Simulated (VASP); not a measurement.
Write the native input for VASP 6.6.1 that does the following.

| Property | Result |
| --- | --- |
| Task | single point |
| Functional | r2SCAN |
| Potentials or basis | VASP PAW PBE potentials, release 64 (Co, Si) |
| Cutoff | 520 eV |
| k mesh | 8 × 8 × 8 |
| Occupations | gaussian, width 0.05 eV |
| Spin | no spin polarisation |
| Dipole correction | no |
| Further INCAR settings | ALGO = Normal; EDIFF = 1e-07; NBANDS = 36 |

Crystal: CoSi.

```
CELL_PARAMETERS angstrom
4.41198 0.00000 0.00000
0.00000 4.41198 0.00000
0.00000 0.00000 4.41198
ATOMIC_POSITIONS crystal
Co 0.14495 0.14495 0.14495
Co 0.35505 0.85505 0.64495
Co 0.64495 0.35505 0.85505
Co 0.85505 0.64495 0.35505
Si 0.84336 0.84336 0.84336
Si 0.65664 0.15664 0.34336
Si 0.34336 0.65664 0.15664
Si 0.15664 0.34336 0.65664
```

This cell differs from its parent crystal: volume scaled by 1.020.

One way to write it, as run:

POSCAR

```
CoSi
1.0
    4.4119767431      0.0000000000      0.0000000000
    0.0000000000      4.4119767431      0.0000000000
    0.0000000000      0.0000000000      4.4119767431
Co Si
4 4
Direct
    0.1449526021      0.1449526021      0.1449526021
    0.3550473979      0.8550473979      0.6449526021
    0.6449526021      0.3550473979      0.8550473979
    0.8550473979      0.6449526021      0.3550473979
    0.8433645242      0.8433645242      0.8433645242
    0.6566354758      0.1566354758      0.3433645242
    0.3433645242      0.6566354758      0.1566354758
    0.1566354758      0.3433645242      0.6566354758
```

INCAR.step1

```
PREC = Accurate
ENCUT = 520
ISMEAR = 0
SIGMA = 0.05
LREAL = F
LASPH = T
NELM = 60
NBANDS = 36
GGA = PE
ALGO = Normal
EDIFF = 1E-4
LWAVE = T
LCHARG = F
```

INCAR.step2

```
PREC = Accurate
ENCUT = 520
EDIFF = 1E-7
ISMEAR = 0
SIGMA = 0.05
LREAL = F
LASPH = T
NELM = 60
ALGO = Normal
ISIF = 2
LWAVE = F
LCHARG = F
METAGGA = R2SCAN
LMIXTAU = T
NBANDS = 36
ISTART = 1
```

KPOINTS

```
Automatic mesh
0
Gamma
  8 8 8
```

Potentials or basis: VASP PAW PBE potentials, release 64 (Co, Si).

Run with:

```console
$ cat potpaw_PBE.64/Co/POTCAR potpaw_PBE.64/Si/POTCAR > POTCAR
$ cp INCAR.step1 INCAR
$ mpirun -np 1 vasp_std > vasp.out
$ cp INCAR.step2 INCAR
$ mpirun -np 1 vasp_std > vasp.out
```

It gave:

```json
{
  "Pressure": "-4.5 GPa",
  "Largest force": "0.006 eV/Å",
  "Band gap on the k mesh": "zero (band 26 reaches 12.22 eV, above the bottom of band 27 at 12.02 eV)"
}
```

Caveat: the PAW data sets were made with another functional, which shifts forces and pressure a little.

Wall time 7.7 min on 1 thread of AMD EPYC 7R13 Processor (Zen 3) (shared host), peak memory 0.25 GiB.
